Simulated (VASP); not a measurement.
# Au (Fd-3m) in VASP: a series of runs, part 2 of 2

VASP 6.6.1.

**3. Single point, PBE**

This run uses another cell than the first one, of 29.26 Å³/atom, 1.136 times its volume.

The input, INCAR:

```
SYSTEM = Au
PREC     = Accurate       ! precision mode
ENCUT    = 520            ! plane-wave cutoff, eV
EDIFF    = 1E-6           ! SCF threshold, eV
ISMEAR   = -1             ! smearing method
SIGMA    = 0.05           ! smearing width, eV
LREAL    = .False.        ! projectors in reciprocal space
LASPH    = .True.         ! aspherical terms in the spheres
NELM     = 80             ! most SCF steps
ALGO     = Normal         ! electronic algorithm
ISIF     = 2              ! what is computed and relaxed
LWAVE    = .False.        ! write WAVECAR
LCHARG   = .True.         ! write CHGCAR
GGA      = PE             ! functional
LELF     = .True.         ! ELF
LVHAR    = .True.       
NBANDS   = 18             ! bands
```

The input, KPOINTS:

```
Automatic mesh
0
Gamma
  12 12 12
  0 0 0
```

The input, POSCAR:

```
Au
1.0
    0.0000000000      3.0814704409      3.0814704409
    3.0814704409      0.0000000000      3.0814704409
    3.0814704409      3.0814704409      0.0000000000
Au
2
Direct
   -0.1250000000     -0.1250000000     -0.1250000000
    0.1250000000      0.1250000000      0.1250000000
```

Potentials or basis: VASP PAW PBE potentials, release 64 (Au).

The run is started by

```bash
> cat potpaw_PBE.64/Au/POTCAR > POTCAR
> mpirun -np 1 vasp_std > vasp.out
```

OUTCAR:

```text
SYSTEM = Au
   PREC = Accurate
   ENCUT = 520
   EDIFF = 1E-6
   ISMEAR = -1
   LREAL = .False.
   LASPH = .True.
   NELM = 80
   ISIF = 2
   GGA = PE

 ion  position               nearest neighbor table
   1  0.875  0.875  0.875-   2 2.67   2 2.67   2 2.67   2 2.67
   2  0.125  0.125  0.125-   1 2.67   1 2.67   1 2.67   1 2.67

  LATTYP: Found a face centered cubic cell.
 ALAT       =     6.1629408818

  Lattice vectors:

 A1 = (   0.0000000000,   3.0814704409,   3.0814704409)
 A2 = (   3.0814704409,   0.0000000000,   3.0814704409)
 A3 = (   3.0814704409,   3.0814704409,   0.0000000000)

Analysis of symmetry for initial positions (statically):
=====================================================================
 Subroutine PRICEL returns:
 Original cell was already a primitive cell.

 Routine SETGRP: Setting up the symmetry group for a
 face centered cubic supercell.

 Subroutine GETGRP returns: Found 48 space group operations
 (whereof 12 operations were pure point group operations)
 out of a pool of 48 trial point group operations.

The static configuration has the point symmetry D_3d.
 The point group associated with its full space group is O_h .

Analysis of symmetry for dynamics (positions and initial velocities):
=====================================================================
 Subroutine PRICEL returns:
 Original cell was already a primitive cell.

 Routine SETGRP: Setting up the symmetry group for a
 face centered cubic supercell.

 Subroutine GETGRP returns: Found 48 space group operations
 (whereof 12 operations were pure point group operations)
 out of a pool of 48 trial point group operations.

The dynamic configuration has the point symmetry D_3d.
 The point group associated with its full space group is O_h .
[... 110 lines left out ...]
   NELECT =      22.0000    total number of electrons
   NUPDOWN=      -1.0000    fix difference up-down
   EMIN   =  10.00;   EMAX   =-10.00  energy-range for DOS
   EFERMI =   0.00;   METHOD = LEGACY
   ISMEAR =    -1;   SIGMA  =   0.05  broadening in eV -4-tet -1-fermi 0-gaus
   EFERMI_NEDOS =   21; number of points for ismear=-14 and -15
   IALGO  =     38    algorithm
   IMIX   =      4    mixing-type and parameters
     AMIX     =   0.40;   BMIX     =  1.00
     AMIX_MAG =   1.60;   BMIX_MAG =  1.00
  volume/ion in A,a.u.               =      29.26       197.46
  Fermi-wavevector in a.u.,A,eV,Ry     =   1.181538  2.232783 18.994171  1.396032
  Thomas-Fermi vector in A             =   2.317810
   LORBIT       =      0    0 simple, 1 ext, 2 COOP (PROOUT), +10 PAW based schemes
   GGA     = PE    functional components
   LHFCALC =     F    Hartree Fock is set to
   AEXX    =    0.0000 exact exchange contribution
   IVDW    =     0    specifies the selected vdW correction
   LEPSILON=     F    determine dielectric tensor
   LRPA    =     F    only Hartree local field effects (RPA)
 non-spin polarized calculation
  energy-cutoff  :      520.00
  volume of cell :       58.52
 maximum number of plane-waves:      1604
   NGX = 17   NGY = 17   NGZ = 17

 number of electron      21.9999996 magnetization

 Free energy of the ion-electron system (eV)
  ---------------------------------------------------
  ext. energy  EPLUGINS =         0.00000000
  ---------------------------------------------------
  free energy    TOTEN  =        -5.02104303 eV

  energy without entropy =       -5.01623918  energy(sigma->0) =       -5.01864111

 E-fermi :   2.7844     XC(G=0):  -9.2920

 val. band max:        2.7694063934   @ k =  -0.3333   0.4167   0.0833
 cond. band min:       2.8192976804   @ k =  -0.4167   0.1667   0.0000
 fundamental gap:      0.0498912870
 Fermi energy:         2.7844340091

 k-point     1 :       0.0000    0.0000    0.0000
  band No.  band energies     occupation
      1      -3.1040      2.00000
      2      -1.2345      2.00000
      3      -1.2345      2.00000
      4      -1.2345      2.00000
      5      -1.2306      2.00000
      6      -1.2306      2.00000
[... 481 lines left out ...]
      5      -0.8761      2.00000
      6      -0.6768      2.00000
[... 10 lines left out ...]
     17      15.1857      0.00000
     18      16.3614      0.00000

 [... further k-points ...]

------------------------ aborting loop because EDIFF is reached ----------------------------------------

  FORCE on cell =-STRESS in cart. coord.  units (eV):
  Direction    XX          YY          ZZ          XY          YZ          ZX
  --------------------------------------------------------------------------------------
  -------------------------------------------------------------------------------------
  Total       -0.0226259     -0.0226259     -0.0226259     -0.0000000      0.0000000      0.0000000
  in kB       -0.6194586     -0.6194586     -0.6194586     -0.0000000      0.0000000      0.0000000
  external PRESSURE =      -0.6194586 kB  Pullay stress =       0.0000000 kB

 VOLUME and BASIS-vectors are now :
 -----------------------------------------------------------------------------
  energy-cutoff  :      520.00
  volume of cell :       58.52
      direct lattice vectors                 reciprocal lattice vectors
     0.000000000  3.081470441  3.081470441    -0.162260197  0.162260197  0.162260197
     3.081470441  0.000000000  3.081470441     0.162260197 -0.162260197  0.162260197
     3.081470441  3.081470441  0.000000000     0.162260197  0.162260197 -0.162260197

 POSITION                                       TOTAL-FORCE (eV/Angst)
 -----------------------------------------------------------------------------------
      5.39257      5.39257      5.39257         0.000000      0.000000      0.000000
      0.77037      0.77037      0.77037        -0.000000     -0.000000     -0.000000
 -----------------------------------------------------------------------------------
    total drift:                                0.000000      0.000000     -0.000000

  FREE ENERGIE OF THE ION-ELECTRON SYSTEM (eV)
  ---------------------------------------------------
  free  energy   TOTEN  =        -5.0210430269 eV

  energy  without entropy=       -5.0162391838  energy(sigma->0) =       -5.01864111
```

OSZICAR:

```text
N       E                     dE             d eps       ncg     rms          rms(c)
DAV:   1     0.111738978471E+03    0.11174E+03   -0.10703E+04  2592   0.110E+03
DAV:   2    -0.328603441104E+01   -0.11503E+03   -0.10925E+03  2786   0.226E+02
DAV:   3    -0.538908016759E+01   -0.21030E+01   -0.20901E+01  3100   0.306E+01
DAV:   4    -0.540215532597E+01   -0.13075E-01   -0.13073E-01  2876   0.252E+00
DAV:   5    -0.540236336061E+01   -0.20803E-03   -0.20803E-03  2924   0.340E-01    0.805E+00
DAV:   6    -0.503487667584E+01    0.36749E+00   -0.11869E+00  2804   0.812E+00    0.595E+00
DAV:   7    -0.502447949894E+01    0.10397E-01   -0.17323E-02  2856   0.942E-01    0.326E+00
DAV:   8    -0.502100223585E+01    0.34773E-02   -0.17551E-03  2744   0.293E-01    0.513E-02
DAV:   9    -0.502102917611E+01   -0.26940E-04   -0.36395E-05  3100   0.414E-02    0.230E-02
DAV:  10    -0.502104302036E+01   -0.13844E-04   -0.11504E-05  2818   0.244E-02    0.283E-03
DAV:  11    -0.502104302689E+01   -0.65297E-08   -0.16100E-07  2056   0.280E-03
   1 F= -.50210430E+01 E0= -.50186411E+01  d E =-.480384E-02
```

Run time: 27 s. Hardware: 1 thread of Intel Xeon 6975P-C, shared host; peak memory 0.21 GiB.

What came out:

| Property | Result |
| --- | --- |
| Free energy | -5.0210 eV |
| Pressure | -0.1 GPa |
| Band gap on the k mesh | zero (band 11 reaches 3.02 eV, above the bottom of band 12 at 2.38 eV) |

Caveat: spin-orbit coupling is left out, which moves the levels of the heavy elements.

**4. Single point, PBE**

This run uses another cell than the first one, of 29.26 Å³/atom, 1.136 times its volume.

The input, INCAR:

```
ALGO = Normal ; EDIFF = 1E-6
ENCUT = 520 ; GGA = PE
ISIF = 2 ; ISMEAR = -1
LASPH = True ; LCHARG = True
LELF = True ; LREAL = False
LVHAR = True ; LWAVE = False
NBANDS = 18 ; NELM = 80
PREC = Accurate ; SIGMA = 0.05
```

The input, KPOINTS:

```
k-points
0
Gamma
  12 12 12
```

POSCAR is that of step 3.

The run is started by

```bash
> cat potpaw_PBE.64/Au/POTCAR > POTCAR
> mpirun -np 1 vasp_std > vasp.out
```

Run time: 23 s. Hardware: 1 thread of Intel Xeon 6975P-C, shared host; peak memory 0.21 GiB.

It converged, with:

```yaml
Free_energy: -5.0210 eV
Pressure: -0.1 GPa
Band_gap_on_the_k_mesh: zero (band 11 reaches 3.02 eV, above the bottom of band 12 at 2.38 eV)
```

Levels at points of the mesh, in eV from the Fermi level:
| k point | band 7 | band 8 | band 9 | band 10 | band 11 | band 12 | band 13 | band 14 | band 15 | band 16 |
| --- | --- | --- | --- | --- | --- | --- | --- | --- | --- | --- |
| (0.00, 0.00, 0.00) | -2.25 | -2.25 | -2.25 | -1.29 | -1.29 | 8.42 | 9.43 | 9.43 | 9.43 | 9.80 |
| (0.50, 0.00, 0.00) | -2.02 | -2.02 | -1.41 | -1.41 | -0.76 | -0.40 | 6.69 | 6.69 | 8.59 | 9.79 |
| (0.50, 0.50, 0.00) | -2.70 | -2.70 | -1.25 | -1.25 | 0.24 | 0.24 | 3.75 | 3.75 | 7.94 | 7.94 |

Caveat: spin-orbit coupling is left out, which moves the levels of the heavy elements.

**5. Relaxation of cell and atoms, PBE**

This run uses another cell than the first one, of 22.44 Å³/atom, 0.872 times its volume.

The input, INCAR:

```
PREC     = Accurate       # precision mode
ENCUT    = 600            # plane-wave cutoff, eV
EDIFF    = 1E-7           # SCF threshold, eV
ISMEAR   = -1             # smearing method
SIGMA    = 0.05           # smearing width, eV
LREAL    = F              # projectors in reciprocal space
LASPH    = T              # aspherical terms in the spheres
NELM     = 60             # most SCF steps
ALGO     = Normal         # electronic algorithm
ISIF     = 3              # what is computed and relaxed
LWAVE    = F              # write WAVECAR
LCHARG   = F              # write CHGCAR
GGA      = PE             # functional
IBRION   = 2              # ionic algorithm
NSW      = 60             # ionic steps
EDIFFG   = -0.005         # ionic threshold
```

The input, KPOINTS:

```
Automatic mesh
0
Gamma
  12 12 12
```

The input, POSCAR:

```
Au
1.0
    0.0000000000      2.8206487953      2.8206487953
    2.8206487953      0.0000000000      2.8206487953
    2.8206487953      2.8206487953      0.0000000000
Au
2
Direct
   -0.1250000000     -0.1250000000     -0.1250000000
    0.1250000000      0.1250000000      0.1250000000
```

The run is started by

```bash
> cat potpaw_PBE.64/Au/POTCAR > POTCAR
> mpirun -np 1 vasp_std > vasp.out
```

Run time: 3.3 min. Hardware: 1 thread of Intel Xeon 6975P-C, shared host; peak memory 0.22 GiB.

The run converged. Its results:

```
Free energy                            : -5.0154 eV
Relaxed volume                         : 29.22 Å³/atom
Relaxed cell                           : a = 4.356 Å, b = 4.356 Å, c = 4.356 Å, α = 60.00°, β = 60.00°, γ = 60.00°
Space group after relaxing (to 0.05 Å) : Fd-3m (No. 227)
Energy gained by relaxing              : 470.9 meV/atom
Ionic steps                            : 21
Pressure after relaxing                : 0.0 GPa
Band gap on the k mesh                 : zero (band 11 reaches 3.03 eV, above the bottom of band 12 at 2.40 eV)
```

The path:
```tsv
step	energy change (eV)	largest force (eV/Å)	pressure (GPa)	volume (Å³)
1	0.0000	0.0000	29.78	44.88
2	-0.3947	0.0000	-6.50	77.79
3	-0.9411	0.0000	-0.45	58.96
4	-0.9417	0.0000	-0.18	58.66
5	-0.9418	0.0000	0.09	58.36
6	-0.9418	0.0000	0.09	58.36
7	-0.9418	0.0000	0.09	58.36
8	-0.9418	0.0000	0.09	58.36
9	-0.9418	0.0000	0.09	58.36
10	-0.9418	0.0000	0.09	58.36
11	-0.9418	0.0000	0.09	58.36
12	-0.9418	0.0000	0.09	58.36
13	-0.9418	0.0000	0.09	58.36
14	-0.9418	0.0000	0.09	58.36
15	-0.9418	0.0000	0.09	58.36
16	-0.9418	0.0000	0.08	58.36
17	-0.9418	0.0000	0.08	58.36
18	-0.9418	0.0000	0.08	58.37
19	-0.9418	0.0000	0.07	58.38
20	-0.9419	0.0000	0.05	58.40
21	-0.9419	0.0000	0.01	58.44
```

Final structure:
```xyz
2
Lattice="0.0000 3.0801 3.0801 3.0801 0.0000 3.0801 3.0801 3.0801 0.0000" Properties=species:S:1:pos:R:3 pbc="T T T"
Au    5.3903    5.3903    5.3903
Au    0.7700    0.7700    0.7700
```

Levels at points of the mesh, in eV from the Fermi level:
```csv
k point,band 9,band 10,band 11,band 12,band 13,band 14
"(0.00, 0.00, 0.00)",-2.25,-1.28,-1.28,8.43,9.44,9.44
"(0.50, 0.00, 0.00)",-1.41,-1.41,-0.76,-0.40,6.69,6.69
"(0.50, 0.50, 0.00)",-1.25,-1.25,0.24,0.24,3.75,3.75
```

Caveat: the volume moved by over 15 % at a fixed basis, so the end points are rough; spin-orbit coupling is left out, which moves the levels of the heavy elements.

**6. Summary**

```tsv
task	cell	cutoff (eV)	gap on the mesh (eV)	pressure (GPa)
single point	a = 4.176 Å, angles 60.0°, 2 atoms	520	none	9.6
single point	a = 4.358 Å, angles 60.0°, 2 atoms	520	none	-0.1
relaxation of cell and atoms	relaxed from a = 3.989 Å, angles 60.0°, 2 atoms	600	none	0.0
```

Alike in all rows: level PBE; potentials or basis VASP PAW PBE potentials, release 64 (Au); no spin polarisation; k mesh 12 × 12 × 12; smearing fermi-dirac 0.05 eV.

Caveats: spin-orbit coupling is left out, which moves the levels of the heavy elements; the volume moved by over 15 % at a fixed basis, so the end points are rough (some runs).

Absolute energies hang on the potentials; compare differences alone.
